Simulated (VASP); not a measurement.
# PbSe (Pm-3m) in VASP: settings compared

The runs below take PbSe through single point, with PBEsol, r2SCAN+rVV10.

Program: VASP 6.6.1. These are calculated values, not measurements. Logs are shortened: lines on timing, memory, paths and dates and some standing lists are left out, and cuts for length are marked.

### Step 1. The cell of the first run

Symmetry: Pm-3m, No. 221, cubic system. The conventional cell has a = 3.702 Å, b = 3.702 Å, c = 3.702 Å, α = 90.00°, β = 90.00°, γ = 90.00°. Within 4.2 Å of Pb (site symmetry m-3m) lie 8 Se at 3.21 Å and 6 Pb at 3.70 Å. Within 4.2 Å of Se (site symmetry m-3m) lie 8 Pb at 3.21 Å and 6 Se at 3.70 Å.

### Step 2. Single point, PBEsol

Contents of INCAR:

```
SYSTEM = PbSe
  PREC = Accurate
  ENCUT = 520
  EDIFF = 1E-6
  ISMEAR = -1
  SIGMA = 0.03
  LREAL = .False.
  LASPH = .True.
  NELM = 100
  ALGO = Normal
  ISIF = 2
  LWAVE = .False.
  LCHARG = .True.
  GGA = PS
  LELF = .True.
  LVHAR = .True.
  NBANDS = 17
```

Contents of KPOINTS:

```
Automatic mesh
0
Gamma
  6 6 6
  0 0 0
```

Contents of POSCAR:

```
PbSe
1.0
    3.7019272717      0.0000000000      0.0000000000
    0.0000000000      3.7019272717      0.0000000000
    0.0000000000      0.0000000000      3.7019272717
Pb Se
1 1
Direct
    0.0000000000      0.0000000000      0.0000000000
    0.5000000000      0.5000000000      0.5000000000
```

Potentials or basis: VASP PAW PBE potentials, release 64 (Pb_d, Se).

Command:

```bash
cat potpaw_PBE.64/Pb_d/POTCAR potpaw_PBE.64/Se/POTCAR > POTCAR
mpirun -np 1 vasp_std > vasp.out
```

OUTCAR:

```text
SYSTEM = PbSe
   PREC = Accurate
   ENCUT = 520
   EDIFF = 1E-6
   ISMEAR = -1
   LREAL = .False.
   LASPH = .True.
   NELM = 100
   ISIF = 2
   GGA = PS

 ion  position               nearest neighbor table
   1  0.000  0.000  0.000-   2 3.21   2 3.21   2 3.21   2 3.21   2 3.21   2 3.21   2 3.21   2 3.21

   2  0.500  0.500  0.500-   1 3.21   1 3.21   1 3.21   1 3.21   1 3.21   1 3.21   1 3.21   1 3.21

  LATTYP: Found a simple cubic cell.
 ALAT       =     3.7019272717

  Lattice vectors:

 A1 = (   3.7019272717,   0.0000000000,   0.0000000000)
 A2 = (   0.0000000000,   3.7019272717,   0.0000000000)
 A3 = (   0.0000000000,   0.0000000000,   3.7019272717)

Analysis of symmetry for initial positions (statically):
=====================================================================
 Subroutine PRICEL returns:
 Original cell was already a primitive cell.

 Routine SETGRP: Setting up the symmetry group for a
 simple cubic supercell.

 Subroutine GETGRP returns: Found 48 space group operations
 (whereof 48 operations were pure point group operations)
 out of a pool of 48 trial point group operations.

The static configuration has the point symmetry O_h .

Analysis of symmetry for dynamics (positions and initial velocities):
=====================================================================
 Subroutine PRICEL returns:
 Original cell was already a primitive cell.

 Routine SETGRP: Setting up the symmetry group for a
 simple cubic supercell.

 Subroutine GETGRP returns: Found 48 space group operations
 (whereof 48 operations were pure point group operations)
 out of a pool of 48 trial point group operations.

The dynamic configuration has the point symmetry O_h .

 Subroutine INISYM returns: Found 48 space group operations
 (whereof 48 operations are pure point group operations),
 and found     1 'primitive' translations

----------------------------------------------------------------------------------------

                                     Primitive cell

  volume of cell :      50.7322

  direct lattice vectors                    reciprocal lattice vectors
     3.701927272  0.000000000  0.000000000     0.270129564  0.000000000  0.000000000
     0.000000000  3.701927272  0.000000000     0.000000000  0.270129564  0.000000000
     0.000000000  0.000000000  3.701927272     0.000000000  0.000000000  0.270129564

  length of vectors
     3.701927272  3.701927272  3.701927272     0.270129564  0.270129564  0.270129564

  position of ions in fractional coordinates (direct lattice)
     0.000000000  0.000000000  0.000000000
     0.500000000  0.500000000  0.500000000

  ion indices of the primitive-cell ions
   primitive index   ion index
                 1           1
                 2           2

----------------------------------------------------------------------------------------

 KPOINTS: Automatic mesh

Automatic generation of k-mesh.
 Grid dimensions read from file:
 generate k-points for:    6    6    6

 Generating k-lattice:

  Cartesian coordinates                     Fractional coordinates (reciprocal lattice)
     0.045021594  0.000000000  0.000000000     0.166666667  0.000000000  0.000000000
     0.000000000  0.045021594  0.000000000     0.000000000  0.166666667  0.000000000
     0.000000000  0.000000000  0.045021594     0.000000000  0.000000000  0.166666667

  Length of vectors
     0.045021594  0.045021594  0.045021594

  Shift w.r.t. Gamma in fractional coordinates (k-lattice)
     0.000000000  0.000000000  0.000000000

 Subroutine IBZKPT returns following result:
 ===========================================

 Found     20 irreducible k-points:

 Following reciprocal coordinates:
            Coordinates               Weight
  0.000000  0.000000  0.000000      1.000000
  0.166667  0.000000  0.000000      6.000000
  0.333333  0.000000  0.000000      6.000000
  0.500000  0.000000  0.000000      3.000000
  0.166667  0.166667  0.000000     12.000000
  0.333333  0.166667  0.000000     24.000000
[... 12 lines left out ...]
  0.500000  0.500000  0.333333      6.000000
  0.500000  0.500000  0.500000      1.000000
   k-points           NKPTS =     20   k-points in BZ     NKDIM =     20   number of bands    NBANDS=     17
   number of dos      NEDOS =    301   number of ions     NIONS =      2
   total plane-waves  NPLWV =  21952
   dimension x,y,z NGX =    28 NGY =   28 NGZ =   28
   dimension x,y,z NGXF=    56 NGYF=   56 NGZF=   56
   ions per type =               1   1
   NGX,Y,Z   is equivalent  to a cutoff of  12.57, 12.57, 12.57 a.u.
   NGXF,Y,Z  is equivalent  to a cutoff of  25.15, 25.15, 25.15 a.u.
 SYSTEM =  PbSe
   PREC   = accura    normal or accurate (medium, high low for compatibility)
   ISTART =      0    job   : 0-new  1-cont  2-samecut
   ICHARG =      2    charge: 1-file 2-atom 10-const
   ISPIN  =      1    spin polarized calculation?
   LNONCOLLINEAR =      F non collinear calculations
   LSORBIT =      F    spin-orbit coupling
   LASPH  =      T    aspherical Exc in radial PAW
   ENCUT  =  520.0 eV  38.22 Ry    6.18 a.u.   6.88  6.88  6.88*2*pi/ulx,y,z
   NELM   =    100;   NELMIN=  2; NELMDL= -5     # of ELM steps
   EDIFF  = 0.1E-05   stopping-criterion for ELM
   LREAL  =      F    real-space projection
   EDIFFG = 0.1E-04   stopping-criterion for IOM
   NSW    =      0    number of steps for IOM
   IBRION =     -1    ionic relax: 0-MD 1-quasi-New 2-CG
   NFREE  =      0    steps in history (QN), initial steepest desc. (CG)
   ISIF   =      2    stress and relaxation
   ISYM   =      2    0-nonsym 1-usesym 2-fastsym
   POTIM  = 0.5000    time-step for ionic-motion
   TEBEG  =    0.0;   TEEND  =   0.0 temperature during run
   PSTRESS=    0.0 pullay stress
   NELECT =      20.0000    total number of electrons
   NUPDOWN=      -1.0000    fix difference up-down
   EMIN   =  10.00;   EMAX   =-10.00  energy-range for DOS
   EFERMI =   0.00;   METHOD = LEGACY
   ISMEAR =    -1;   SIGMA  =   0.03  broadening in eV -4-tet -1-fermi 0-gaus
   EFERMI_NEDOS =   21; number of points for ismear=-14 and -15
   IALGO  =     38    algorithm
   IMIX   =      4    mixing-type and parameters
     AMIX     =   0.40;   BMIX     =  1.00
     AMIX_MAG =   1.60;   BMIX_MAG =  1.00
  volume/ion in A,a.u.               =      25.37       171.18
  Fermi-wavevector in a.u.,A,eV,Ry     =   1.200393  2.268415 19.605239  1.440944
  Thomas-Fermi vector in A             =   2.336231
   LORBIT       =      0    0 simple, 1 ext, 2 COOP (PROOUT), +10 PAW based schemes
   GGA     = PS    functional components
   LHFCALC =     F    Hartree Fock is set to
   AEXX    =    0.0000 exact exchange contribution
   IVDW    =     0    specifies the selected vdW correction
   LEPSILON=     F    determine dielectric tensor
   LRPA    =     F    only Hartree local field effects (RPA)
 non-spin polarized calculation
  energy-cutoff  :      520.00
  volume of cell :       50.73
 maximum number of plane-waves:      1406
 NGX is ok and might be reduce to    28
   NGX = 13   NGY = 13   NGZ = 13

 number of electron      19.9999998 magnetization

 Free energy of the ion-electron system (eV)
  ---------------------------------------------------
  ext. energy  EPLUGINS =         0.00000000
  ---------------------------------------------------
  free energy    TOTEN  =        -8.50096730 eV

  energy without entropy =       -8.49680594  energy(sigma->0) =       -8.49888662

 E-fermi :   5.8360     XC(G=0): -10.4350

 val. band max:        5.7951987402   @ k =   0.5000   0.3333   0.3333
 cond. band min:       5.8599371963   @ k =   0.5000   0.5000   0.0000
 fundamental gap:      0.0647384561
 Fermi energy:         5.8359634052

 k-point     1 :       0.0000    0.0000    0.0000
  band No.  band energies     occupation
      1     -10.9200      2.00000
      2     -10.9200      2.00000
      3     -10.7352      2.00000
      4     -10.7352      2.00000
      5     -10.7352      2.00000
      6      -7.7678      2.00000
[... 9 lines left out ...]
     16      18.0081      0.00000
     17      18.9966      0.00000

 k-point     2 :       0.1667    0.0000    0.0000
  band No.  band energies     occupation
      1     -10.9177      2.00000
      2     -10.8838      2.00000
      3     -10.7492      2.00000
      4     -10.7492      2.00000
      5     -10.7339      2.00000
      6      -7.5434      2.00000
[... 9 lines left out ...]
     16      17.5670      0.00000
     17      18.2865      0.00000

 k-point     3 :       0.3333    0.0000    0.0000
  band No.  band energies     occupation
      1     -10.9130      2.00000
      2     -10.8121      2.00000
      3     -10.7772      2.00000
      4     -10.7772      2.00000
      5     -10.7314      2.00000
      6      -6.9659      2.00000
[... 9 lines left out ...]
     16      16.0320      0.00000
     17      18.8632      0.00000

 k-point     4 :       0.5000    0.0000    0.0000
  band No.  band energies     occupation
      1     -10.9107      2.00000
      2     -10.7911      2.00000
      3     -10.7911      2.00000
      4     -10.7766      2.00000
      5     -10.7302      2.00000
      6      -6.5498      2.00000
[... 9 lines left out ...]
     16      19.0711      0.00000
     17      19.7112      0.00000
[... 263 lines left out ...]
      1     -10.8602      2.00000
      2     -10.8399      2.00000
      3     -10.8202      2.00000
      4     -10.7378      2.00000
      5     -10.6989      2.00000
      6      -5.6854      2.00000
[... 9 lines left out ...]
     16      18.1576      0.00000
     17      21.3236      0.00000

 k-point    19 :       0.5000    0.5000    0.3333
  band No.  band energies     occupation
      1     -10.8720      2.00000
      2     -10.8376      2.00000
      3     -10.8376      2.00000
      4     -10.7177      2.00000
      5     -10.6772      2.00000
      6      -5.5756      2.00000
[... 9 lines left out ...]
     16      19.2153      0.00000
     17      22.2587      0.00000

 k-point    20 :       0.5000    0.5000    0.5000
  band No.  band energies     occupation
      1     -10.8566      2.00000
      2     -10.8566      2.00000
      3     -10.8566      2.00000
      4     -10.6764      2.00000
      5     -10.6764      2.00000
      6      -5.5086      2.00000
[... 9 lines left out ...]
     16      20.2962      0.00000
     17      23.7189      0.00000

------------------------ aborting loop because EDIFF is reached ----------------------------------------

  FORCE on cell =-STRESS in cart. coord.  units (eV):
  Direction    XX          YY          ZZ          XY          YZ          ZX
  --------------------------------------------------------------------------------------
  -------------------------------------------------------------------------------------
  Total        0.0047706      0.0047706      0.0047706     -0.0000000     -0.0000000     -0.0000000
  in kB        0.1506595      0.1506595      0.1506595     -0.0000000     -0.0000000     -0.0000000
  external PRESSURE =       0.1506595 kB  Pullay stress =       0.0000000 kB

 VOLUME and BASIS-vectors are now :
 -----------------------------------------------------------------------------
  energy-cutoff  :      520.00
  volume of cell :       50.73
      direct lattice vectors                 reciprocal lattice vectors
     3.701927272  0.000000000  0.000000000     0.270129564  0.000000000  0.000000000
     0.000000000  3.701927272  0.000000000     0.000000000  0.270129564  0.000000000
     0.000000000  0.000000000  3.701927272     0.000000000  0.000000000  0.270129564

 POSITION                                       TOTAL-FORCE (eV/Angst)
 -----------------------------------------------------------------------------------
      0.00000      0.00000      0.00000         0.000000      0.000000      0.000000
      1.85096      1.85096      1.85096         0.000000      0.000000      0.000000
 -----------------------------------------------------------------------------------
    total drift:                               -0.000000      0.000000     -0.000000

  FREE ENERGIE OF THE ION-ELECTRON SYSTEM (eV)
  ---------------------------------------------------
  free  energy   TOTEN  =        -8.5009672995 eV

  energy  without entropy=       -8.4968059437  energy(sigma->0) =       -8.49888662
```

Run time: 27 s. Hardware: 1 thread of Intel Xeon 8259CL, shared host; peak memory 0.16 GiB.

What came out:

```
Free energy            : -8.5010 eV
Pressure               : 0.0 GPa
Band gap on the k mesh : zero (bands 10 and 11 overlap by 1.03 eV)
```

Levels at points of the mesh, in eV from the Fermi level:
```tsv
k point	band 8	band 9	band 10	band 11	band 12	band 13
(0.00, 0.00, 0.00)	-1.60	-1.60	-1.60	5.05	5.05	6.59
(0.50, 0.00, 0.00)	-0.24	-0.24	-0.06	0.17	3.56	3.56
(0.50, 0.50, 0.00)	-4.70	-4.70	0.02	4.40	4.40	5.38
(0.50, 0.50, 0.50)	-2.51	-2.51	-2.51	-0.76	-0.76	-0.76
```

Caveat: the PAW data sets were made with another functional, which shifts forces and pressure a little; spin-orbit coupling is left out, which moves the levels of the heavy elements.

### Step 3. Single point, r2SCAN+rVV10

This run uses another cell than the first one, of 26.19 Å³/atom.

Contents of POSCAR:

```
PbSe
1.0
    3.7415205657      0.0000000000      0.0000000000
    0.0000000000      3.7415205657      0.0000000000
    0.0000000000      0.0000000000      3.7415205657
Pb Se
1 1
Direct
    0.0000000000      0.0000000000      0.0000000000
    0.5000000000      0.5000000000      0.5000000000
```

Contents of INCAR.step1:

```
SYSTEM = PbSe
ALGO = Normal
EDIFF = 1E-4
ENCUT = 520
GGA = PE
ISMEAR = -1
LASPH = .TRUE.
LCHARG = .FALSE.
LREAL = .FALSE.
LWAVE = .TRUE.
NBANDS = 17
NELM = 60
PREC = Accurate
SIGMA = 0.03
```

Contents of INCAR.step2:

```
SYSTEM = PbSe
ALGO = Normal
BPARAM = 11.95
CPARAM = 0.0093
EDIFF = 1E-6
ENCUT = 520
ISIF = 2
ISMEAR = -1
ISTART = 1
IVDW_NL = 2
LASPH = .TRUE.
LCHARG = .TRUE.
LELF = .TRUE.
LMIXTAU = .TRUE.
LREAL = .FALSE.
LUSE_VDW = .TRUE.
LVHAR = .TRUE.
LWAVE = .FALSE.
METAGGA = R2SCAN
NBANDS = 17
NELM = 60
PREC = Accurate
SIGMA = 0.03
```

Contents of KPOINTS:

```
k-points
0
G
  6 6 6
  0 0 0
```

Potentials or basis: VASP PAW PBE potentials, release 64 (Pb_d, Se).

Command:

```bash
cat potpaw_PBE.64/Pb_d/POTCAR potpaw_PBE.64/Se/POTCAR > POTCAR
cp INCAR.step1 INCAR
mpirun -np 1 vasp_std > vasp.out
cp INCAR.step2 INCAR
mpirun -np 1 vasp_std > vasp.out
```

Wall time 2.6 min (1 thread of Intel Xeon 8259CL, shared host); peak memory 0.28 GiB.

The run converged. Its results:

```
Free energy            : -70.9263 eV
Pressure               : 0.2 GPa
Band gap on the k mesh : zero (bands 10 and 11 overlap by 0.66 eV)
```

Levels at points of the mesh, in eV from the Fermi level:
```tsv
k point	band 8	band 9	band 10	band 11	band 12	band 13
(0.00, 0.00, 0.00)	-1.79	-1.79	-1.79	5.46	5.46	6.53
(0.50, 0.00, 0.00)	-0.47	-0.47	-0.33	0.32	3.55	3.55
(0.50, 0.50, 0.00)	-4.78	-4.78	-0.20	4.44	4.44	5.28
(0.50, 0.50, 0.50)	-2.67	-2.67	-2.67	-0.65	-0.65	-0.65
```

Caveat: semilocal functionals underestimate gaps, so a narrow gap can read as zero; the PAW data sets were made with another functional, which shifts forces and pressure a little; spin-orbit coupling is left out, which moves the levels of the heavy elements.
